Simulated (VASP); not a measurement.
CdI2:

```
Cd I
1.0
     4.29189    0.00000    0.00000
    -2.14595    3.71689    0.00000
     0.00000    0.00000   43.39683
Cd I
6 12
Direct
  0.33333 0.66667 0.24999
  0.00000 0.00000 0.41673
  0.00000 0.00000 0.08340
  0.00000 0.00000 0.58327
  0.00000 0.00000 0.91660
  0.66667 0.33333 0.75001
  0.66667 0.33333 0.37707
  0.33333 0.66667 0.12309
  0.66667 0.33333 0.87691
  0.33333 0.66667 0.95643
  0.66667 0.33333 0.54374
  0.33333 0.66667 0.45626
  0.33333 0.66667 0.78966
  0.66667 0.33333 0.21034
  0.00000 0.00000 0.71040
  0.33333 0.66667 0.62293
  0.00000 0.00000 0.28960
  0.66667 0.33333 0.04357
```

- Program: VASP 6.6.1
- Task: relaxation of cell and atoms
- Functional: PBE
- Dispersion: D3(BJ)
- Potentials or basis: VASP PAW PBE potentials, release 64 (Cd, I)
- Cutoff: 500 eV
- k mesh: 6 × 6 × 1
- Occupations: fermi-dirac, width 0.02 eV
- Spin: no spin polarisation

At the start: pressure -0.7 GPa; volume 38.46 Å³/atom.

Q: How do energy, volume and symmetry change on relaxing?

A: Over 17 steps the energy falls by 9.0 meV/atom and the volume is 35.53 Å³/atom (-7.6 %); space group P-3m1 (No. 164, to 0.1 Å) before and after.

The path:
```tsv
step	energy change (eV)	largest force (eV/Å)	pressure (GPa)	volume (Å³)
1	0.0000	0.0648	-0.66	692.29
2	-0.0354	0.1781	0.00	676.62
3	-0.0356	0.1854	0.04	675.66
4	-0.0521	0.1598	0.04	672.63
5	-0.0904	0.1086	0.03	663.59
6	-0.1127	0.0774	0.06	645.75
7	-0.1298	0.0833	0.02	642.97
8	-0.1489	0.1051	-0.06	634.83
9	-0.1492	0.1016	-0.05	635.88
10	-0.1567	0.0388	0.11	634.86
11	-0.1577	0.0211	0.19	634.39
12	-0.1612	0.0092	-0.02	639.49
13	-0.1613	0.0087	-0.01	639.06
14	-0.1613	0.0086	0.00	638.96
15	-0.1613	0.0057	0.00	639.05
16	-0.1614	0.0047	0.02	639.29
17	-0.1614	0.0040	0.01	639.55
```

Final structure:
```xyz
18
Lattice="4.2491 0.0000 0.0000 -2.1245 3.6798 0.0000 0.0000 0.0000 40.9030" Properties=species:S:1:pos:R:3 pbc="T T T"
Cd    0.0000    2.4532   10.2252
Cd    0.0000    0.0000   17.0441
Cd    0.0000    0.0000    3.4089
Cd    0.0000    0.0000   23.8588
Cd    0.0000    0.0000   37.4941
Cd    2.1245    1.2266   30.6778
I     2.1245    1.2266   15.3133
I     0.0000    2.4532    5.1396
I     2.1245    1.2266   35.7634
I     0.0000    2.4532   39.2255
I     2.1245    1.2266   22.1294
I     0.0000    2.4532   18.7736
I     0.0000    2.4532   32.4083
I     2.1245    1.2266    8.4946
I     0.0000    0.0000   28.9480
I     0.0000    2.4532   25.5897
I     0.0000    0.0000   11.9550
I     2.1245    1.2266    1.6775
```
